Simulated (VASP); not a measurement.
Here is a VASP 6.6.1 calculation.

The input INCAR:

```
PREC = Accurate ; ENCUT = 520
EDIFF = 1E-6 ; ISMEAR = -1
SIGMA = 0.05 ; LREAL = F
LASPH = T ; NELM = 60
ALGO = Normal ; ISIF = 2
LWAVE = F ; LCHARG = F
GGA = PE ; NBANDS = 19
```

File KPOINTS:

```
regular mesh
0
Gamma
  11 11 11
```

The input POSCAR:

```
Hg
1.0
    0.0000000000      3.3733235276      3.3733235276
    3.3733235276      0.0000000000      3.3733235276
    3.3733235276      3.3733235276      0.0000000000
Hg
2
Direct
   -0.1250000000     -0.1250000000     -0.1250000000
    0.1250000000      0.1250000000      0.1250000000
```

Potentials or basis: VASP PAW PBE potentials, release 64 (Hg).

Launch:

```bash
$ cat potpaw_PBE.64/Hg/POTCAR > POTCAR
$ mpirun -np 1 vasp_std > vasp.out
```

(1) Predict the pressure.

(2) Predict the band gap on the k mesh.

Results:

(1) 1.6 GPa.

(2) zero (bands 12 and 13 overlap by 2.61 eV).

Caveat: spin-orbit coupling is left out, which moves the levels of the heavy elements.
